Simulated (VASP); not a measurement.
CuO:

```
Cu O
1.0
     3.42205    0.00000    0.00000
     0.00000    3.42205    0.00000
     0.00000    0.00000    4.26046
Cu O
2 2
Direct
  0.00000 0.50000 0.00000
  0.50000 0.00000 0.50000
  0.00000 0.00000 0.25000
  0.00000 0.00000 0.75000
```

Base run:

- Program: VASP 6.6.1
- Functional: RPBE
- Potentials or basis: VASP PAW PBE potentials, release 64 (Cu, O)
- Cutoff: 520 eV
- k mesh: 8 × 8 × 6
- Occupations: fermi-dirac, width 0.05 eV
- Spin: no spin polarisation

Its results: band gap on the k mesh zero (bands 17 and 18 overlap by 1.79 eV); pressure 2.1 GPa.

Task: After a change of settings the same cell gave: band gap on the k mesh zero (bands 17 and 18 overlap by 2.07 eV); pressure -7.5 GPa. Which change was it?
A. functional from RPBE to LDA; potentials or basis from VASP PAW PBE potentials, release 64 (Cu, O) to VASP PAW LDA potentials, release 64 (Cu, O)
B. functional from RPBE to r2SCAN-based global hybrid with 10 % exact exchange; k mesh from 8 × 8 × 6 to 5 × 5 × 4
C. functional from RPBE to BLYP; further incar settings from ALGO = Normal; EDIFF = 1e-06; NBANDS = 25 to ALGO = Normal; EDIFF = 1e-07; NBANDS = 25

Result: B.

Caveats: some runs use coarse meshes; the PAW data sets were made with another functional, which shifts forces and pressure a little; semilocal functionals often make such compounds metallic where correlation or magnetic order opens a gap, which also shifts bond lengths (at least some runs).
